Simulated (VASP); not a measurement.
# Si6O11 (a cell with a defect) in VASP: further runs, part 2 of 2

VASP 6.6.1. The steps go on from the part before.

### 4 Single point, PBE

INCAR reads:

```
  ALGO = Normal
  EDIFF = 1E-7
  ENCUT = 520
  GGA = PE
  ISIF = 2
  ISMEAR = 0
  LASPH = T
  LCHARG = F
  LREAL = Auto
  LWAVE = F
  NBANDS = 59
  NELECT = 88.0
  NELM = 60
  PREC = Accurate
  SIGMA = 0.05
```

KPOINTS reads:

```
k-points
0
Gamma
  4 4 2
```

POSCAR reads:

```
Si6O11
1.0
   -2.5103274377      4.3480146658      0.0000000000
    0.0000000000      0.0000000000      5.5092660079
    7.5309823132      4.3480146658      0.0000000000
Si O
6 11
Direct
    0.7617495765      0.3333333333      0.2382504235
    0.2617495765      0.3333333333      0.7382504235
    0.9765008470      0.6666666667      0.5000000000
    0.4765008470      0.6666666667      0.0000000000
    0.2617495765      0.0000000000      0.2617495765
    0.7617495765      0.0000000000      0.7617495765
    0.0486521033      0.2055717715      0.2072260374
    0.5486521033      0.2055717715      0.7072260374
    0.7865130045      0.5389051049      0.3720609296
    0.2865130045      0.5389051049      0.8720609296
    0.6648348922      0.8722384382      0.9207130329
    0.2865130045      0.7944282285      0.1279390704
    0.7865130045      0.7944282285      0.6279390704
    0.6648348922      0.4610948951      0.0792869671
    0.1648348922      0.4610948951      0.5792869671
    0.1507904379     -0.1857574877      0.4497512848
    0.0486521033      0.1277615618      0.7927739626
```

Potentials or basis: VASP PAW PBE potentials, release 64 (Si, O).

The run is started by

```bash
cat potpaw_PBE.64/Si/POTCAR potpaw_PBE.64/O/POTCAR > POTCAR
mpirun -np 1 vasp_std > vasp.out
```

OUTCAR:

```text
EDIFF = 1E-7
   ENCUT = 520
   GGA = PE
   ISIF = 2
   ISMEAR = 0
   LASPH = T
   LREAL = Auto
   NELECT = 88.0
   NELM = 60
   PREC = Accurate

 ion  position               nearest neighbor table
   1  0.762  0.333  0.238-  14 1.63   7 1.63   9 1.63   5 3.12   5 3.12   3 3.12   4 3.12
   2  0.262  0.333  0.738-  15 1.63   8 1.63  17 1.63  10 1.63   6 3.12   6 3.12   4 3.12   3 3.12

   3  0.977  0.667  0.500-  16 1.27  13 1.63   9 1.63  15 1.63   5 3.12   6 3.12   1 3.12   2 3.12

   4  0.477  0.667  0.000-  12 1.63  10 1.63  11 1.63  14 1.63   6 3.12   5 3.12   2 3.12   1 3.12

   5  0.262  0.000  0.262-  12 1.63   7 1.63  16 2.01   3 3.12   4 3.12   1 3.12   1 3.12
   6  0.762  0.000  0.762-  11 1.63  17 1.63  13 1.63   8 1.63   4 3.12   3 3.12   2 3.12   2 3.12

   7  0.049  0.206  0.207-   1 1.63   5 1.63
   8  0.549  0.206  0.707-   2 1.63   6 1.63
   9  0.787  0.539  0.372-   3 1.63   1 1.63
  10  0.287  0.539  0.872-   4 1.63   2 1.63
  11  0.665  0.872  0.921-   6 1.63   4 1.63
  12  0.287  0.794  0.128-   4 1.63   5 1.63
  13  0.787  0.794  0.628-   3 1.63   6 1.63
  14  0.665  0.461  0.079-   1 1.63   4 1.63
  15  0.165  0.461  0.579-   2 1.63   3 1.63
  16  0.151  0.814  0.450-   3 1.27   5 2.01
  17  0.049  0.128  0.793-   6 1.63   2 1.63

 -----------------------------------------------------------------------------
|                                                                             |
|           W    W    AA    RRRRR   N    N  II  N    N   GGGG   !!!           |
|           W    W   A  A   R    R  NN   N  II  NN   N  G    G  !!!           |
|           W    W  A    A  R    R  N N  N  II  N N  N  G       !!!           |
|           W WW W  AAAAAA  RRRRR   N  N N  II  N  N N  G  GGG   !            |
|           WW  WW  A    A  R   R   N   NN  II  N   NN  G    G                |
|           W    W  A    A  R    R  N    N  II  N    N   GGGG   !!!           |
|                                                                             |
|     The distance between some ions is very small. Please check the          |
|     nearest-neighbor list in the OUTCAR file.                               |
|     I HOPE YOU KNOW WHAT YOU ARE DOING!                                     |
[... 195 lines left out ...]
   LRPA    =     F    only Hartree local field effects (RPA)
 non-spin polarized calculation
 Gauss-broadening in eV      SIGMA  =   0.05
  energy-cutoff  :      520.00
  volume of cell :      240.53
 maximum number of plane-waves:      6512
 NGX is ok and might be reduce to    40
   NGX = 19   NGY = 21   NGZ = 33

 number of electron      87.9999993 magnetization

 Free energy of the ion-electron system (eV)
  ---------------------------------------------------
  ext. energy  EPLUGINS =         0.00000000
  ---------------------------------------------------
  free energy    TOTEN  =      -127.77551056 eV

  energy without entropy =     -127.75496606  energy(sigma->0) =     -127.76523831

 E-fermi :   0.4928     XC(G=0):  -8.5607

 val. band max:        0.4909592002   @ k =   0.2500  -0.2500   0.5000
 cond. band min:       0.5187028991   @ k =   0.0000   0.2500   0.5000
 fundamental gap:      0.0277436990
 Fermi energy:         0.4927789447

 k-point     1 :       0.0000    0.0000    0.0000
  band No.  band energies     occupation
      1     -19.1908      2.00000
      2     -18.7098      2.00000
      3     -18.4051      2.00000
      4     -18.0270      2.00000
      5     -17.8360      2.00000
      6     -17.2483      2.00000
[... 1169 lines left out ...]
     55      10.5345      0.00000
     56      10.6488      0.00000
 [bands above 56 left out]

------------------------ aborting loop because EDIFF is reached ----------------------------------------

  FORCE on cell =-STRESS in cart. coord.  units (eV):
  Direction    XX          YY          ZZ          XY          YZ          ZX
  --------------------------------------------------------------------------------------
  -------------------------------------------------------------------------------------
  Total       -3.4811585     -8.7789813     -1.3373331    -12.1467438      7.6769711    -12.0790444
  in kB      -23.1877852    -58.4762615     -8.9078947    -80.9087233     51.1358385    -80.4577815
  external PRESSURE =     -30.1906471 kB  Pullay stress =       0.0000000 kB

 VOLUME and BASIS-vectors are now :
 -----------------------------------------------------------------------------
  energy-cutoff  :      520.00
  volume of cell :      240.53
      direct lattice vectors                 reciprocal lattice vectors
    -2.510327438  4.348014666  0.000000000    -0.099588602  0.172492518  0.000000000
     0.000000000  0.000000000  5.509266008     0.000000000  0.000000000  0.181512383
     7.530982313  4.348014666  0.000000000     0.099588602  0.057497506  0.000000000

 POSITION                                       TOTAL-FORCE (eV/Angst)
 -----------------------------------------------------------------------------------
     -0.11798      4.34801      1.83642        -0.220221      0.106223      2.491074
      4.90267      4.34801      1.83642        -0.047676      0.018380      0.136006
      1.31415      6.41985      3.67284        19.162852    -10.909603    -18.383736
     -1.19617      2.07183      3.67284        -1.430185     -0.670505      0.013874
      1.31415      2.27618      0.00000         1.947862     -0.222073     -2.245801
      3.82448      6.62420      0.00000        -0.071166     -0.133494     -0.273114
[... 9 lines left out ...]
      3.00854      2.61116      4.48588       -23.883990     11.351052     22.741438
      5.84823      3.65853      0.70387         0.001234      0.043751      0.070274
 -----------------------------------------------------------------------------------
    total drift:                                0.002712     -0.006791     -0.004577

  FREE ENERGIE OF THE ION-ELECTRON SYSTEM (eV)
  ---------------------------------------------------
  free  energy   TOTEN  =      -127.7755105554 eV

  energy  without entropy=     -127.7549660580  energy(sigma->0) =     -127.76523831
```

Run time: 9.6 min. Hardware: 1 thread of Intel Xeon Platinum 8488C (Sapphire Rapids), shared host; peak memory 0.42 GiB.

Results:

| Property | Result |
| --- | --- |
| Free energy | -127.7755 eV |
| Largest force | 34.878 eV/Å |

Forces in eV/Å, atoms in the order of the input:
```
Si   -0.220   0.106   2.491
Si   -0.048   0.018   0.136
Si   19.163 -10.910 -18.384
Si   -1.430  -0.671   0.014
Si    1.948  -0.222  -2.246
Si   -0.071  -0.133  -0.273
O     0.459   0.605  -1.103
O    -0.095   0.065  -0.033
O    -0.337  -1.749  -1.526
O     0.336   0.262   0.173
O     0.493   0.098  -0.262
O     1.379   0.637   0.985
O     0.916  -0.448   0.107
O     0.653   0.584  -1.119
O     0.738   0.363  -1.772
O   -23.884  11.351  22.741
O     0.001   0.044   0.070
```

Caveat: the k points lie up to 0.36 Å⁻¹ apart; the cell carries a net charge on a neutralising background, which shifts energy and pressure; the cell differs from its parent crystal (atoms taken out, atom 16 moved 1.125 of the way to it and +0.250 Å across, host rigid); the cell is charged against a uniform background, so pressure and absolute levels hang on convention.

### 5 Single point, PBE

INCAR reads:

```
PREC = Accurate ; ENCUT = 520
EDIFF = 1E-7 ; ISMEAR = 0
SIGMA = 0.05 ; LREAL = Auto
LASPH = True ; NELM = 100
ALGO = Normal ; ISIF = 2
LWAVE = False ; LCHARG = True
GGA = PE ; LELF = True
LVHAR = True ; NBANDS = 59
NELECT = 88.0
```

KPOINTS reads:

```
regular mesh
0
Gamma
  4 4 2
```

POSCAR: that of step 4 with these lines changed.

```diff
@@ -23,3 +23,3 @@
     0.1648348922      0.4610948951      0.5792869671
-    0.1507904379     -0.1857574877      0.4497512848
+    0.5006749519      0.0958211714      0.3087663463
     0.0486521033      0.1277615618      0.7927739626
```

The run is started by

```bash
cat potpaw_PBE.64/Si/POTCAR potpaw_PBE.64/O/POTCAR > POTCAR
mpirun -np 1 vasp_std > vasp.out
```

It took 8.7 min on 1 thread of Intel Xeon Platinum 8488C (Sapphire Rapids), shared host; peak memory 0.42 GiB.

It converged, with:

| Property | Result |
| --- | --- |
| Free energy | -131.7141 eV |
| Largest force | 17.402 eV/Å |

Forces in eV/Å, atoms in the order of the input:
```
Si    0.208  -1.633  -0.666
Si    1.063   1.391  -0.199
Si    2.762  -0.392  -2.702
Si   -0.955  -0.528  -0.463
Si   -0.862 -13.409  -4.723
Si    1.136   0.422   1.231
O     1.364  -0.445  -0.914
O    -0.288  -0.160  -0.106
O     0.019   0.366   0.690
O    -0.027   0.007   0.106
O     0.075   0.012  -0.190
O     1.917  -0.264   0.307
O    -1.841  -0.050  -0.150
O     1.005   0.847  -1.102
O    -1.393  -1.152   1.236
O    -3.809  15.182   7.603
O    -0.374  -0.195   0.043
```

Levels at points of the mesh, in eV from the Fermi level:
| k point | band 41 | band 42 | band 43 | band 44 | band 45 | band 46 | band 47 | band 48 |
| --- | --- | --- | --- | --- | --- | --- | --- | --- |
| (0.00, 0.00, 0.00) | -0.90 | -0.61 | -0.33 | -0.07 | -0.04 | 4.24 | 5.96 | 6.51 |
| (0.50, 0.00, 0.00) | -0.79 | -0.73 | -0.19 | -0.08 | 0.16 | 4.00 | 5.88 | 6.97 |
| (0.00, 0.50, 0.00) | -0.81 | -0.49 | -0.33 | -0.05 | 0.15 | 3.96 | 6.07 | 6.55 |
| (0.50, 0.50, 0.00) | -0.93 | -0.63 | -0.52 | -0.41 | 0.15 | 4.30 | 6.33 | 6.73 |
| (0.00, 0.00, 0.50) | -0.85 | -0.65 | -0.31 | -0.08 | 0.10 | 4.08 | 6.23 | 6.38 |
| (0.50, 0.00, 0.50) | -0.79 | -0.69 | -0.20 | -0.08 | 0.09 | 4.04 | 5.89 | 6.99 |
| (0.00, 0.50, 0.50) | -0.81 | -0.53 | -0.38 | -0.04 | 0.21 | 3.94 | 6.07 | 6.57 |
| (0.50, 0.50, 0.50) | -0.86 | -0.60 | -0.53 | -0.35 | 0.07 | 4.30 | 6.34 | 6.86 |

Caveat: the k points lie up to 0.36 Å⁻¹ apart; the cell carries a net charge on a neutralising background, which shifts energy and pressure; the cell differs from its parent crystal (atoms taken out, atom 16 moved 0.125 of the way to it and +0.000 Å across, host rigid); the cell is charged against a uniform background, so pressure and absolute levels hang on convention.

### 6 Single point, PBE

INCAR reads:

```
ALGO = Normal ; EDIFF = 1E-7
ENCUT = 520 ; GGA = PE
ISIF = 2 ; ISMEAR = 0
LASPH = T ; LCHARG = F
LREAL = Auto ; LWAVE = F
NBANDS = 59 ; NELECT = 88.0
NELM = 80 ; PREC = Accurate
SIGMA = 0.05
```

KPOINTS reads:

```
k-points
0
Gamma
  4 4 2
```

POSCAR: that of step 5 with these lines changed.

```diff
@@ -23,3 +23,3 @@
     0.1648348922      0.4610948951      0.5792869671
-    0.5006749519      0.0958211714      0.3087663463
+    0.4386533462      0.0058848551      0.3537969821
     0.0486521033      0.1277615618      0.7927739626
```

Potentials or basis: VASP PAW PBE potentials, release 64 (Si, O).

The run is started by

```bash
cat potpaw_PBE.64/Si/POTCAR potpaw_PBE.64/O/POTCAR > POTCAR
mpirun -np 1 vasp_std > vasp.out
```

Run time: 8.4 min. Hardware: 1 thread of Intel Xeon Platinum 8488C (Sapphire Rapids), shared host; peak memory 0.42 GiB.

It converged, with:

```
Free energy   : -125.2663 eV
Largest force : 45.757 eV/Å
```

Forces on the atoms (eV/Å):
```
Si   -1.888   0.554   1.932
Si    1.083   1.523  -0.395
Si    3.754   0.239  -2.898
Si   -1.008  -1.789   0.526
Si  -12.010 -44.083  -2.387
Si    1.101   0.417   1.451
O     1.327  -0.661  -0.668
O    -0.258  -0.077  -0.101
O    -0.254  -0.168   0.117
O     0.065   0.173   0.049
O     0.271   0.174  -0.375
O     1.102  -0.553   0.456
O    -2.199  -0.047  -0.367
O     1.459   1.342  -2.009
O    -1.598  -1.478   1.465
O     9.418  44.665   3.157
O    -0.363  -0.232   0.048
```

Levels at points of the mesh, in eV from the Fermi level:
```csv
k point,band 41,band 42,band 43,band 44,band 45,band 46,band 47,band 48
"(0.00, 0.00, 0.00)",-0.95,-0.70,-0.49,-0.12,-0.03,2.17,4.97,6.14
"(0.50, 0.00, 0.00)",-0.95,-0.86,-0.26,-0.16,0.58,1.84,5.15,5.97
"(0.00, 0.50, 0.00)",-1.00,-0.56,-0.45,-0.04,0.50,1.58,5.06,6.43
"(0.50, 0.50, 0.00)",-0.98,-0.69,-0.58,-0.51,0.27,2.38,5.14,6.07
"(0.00, 0.00, 0.50)",-0.91,-0.70,-0.44,-0.08,0.04,2.12,4.83,6.12
"(0.50, 0.00, 0.50)",-0.93,-0.82,-0.28,-0.16,0.52,1.85,5.15,5.97
"(0.00, 0.50, 0.50)",-1.00,-0.56,-0.47,-0.03,0.55,1.56,5.05,6.36
"(0.50, 0.50, 0.50)",-0.95,-0.67,-0.55,-0.48,0.19,2.38,5.13,6.07
```

Caveat: the k points lie up to 0.36 Å⁻¹ apart; the cell carries a net charge on a neutralising background, which shifts energy and pressure; the cell differs from its parent crystal (atoms taken out, atom 16 moved 0.375 of the way to it and +0.250 Å across, host rigid); the cell is charged against a uniform background, so pressure and absolute levels hang on convention; atoms lie so close that the PAW spheres overlap strongly, which falsifies energies and pressures.
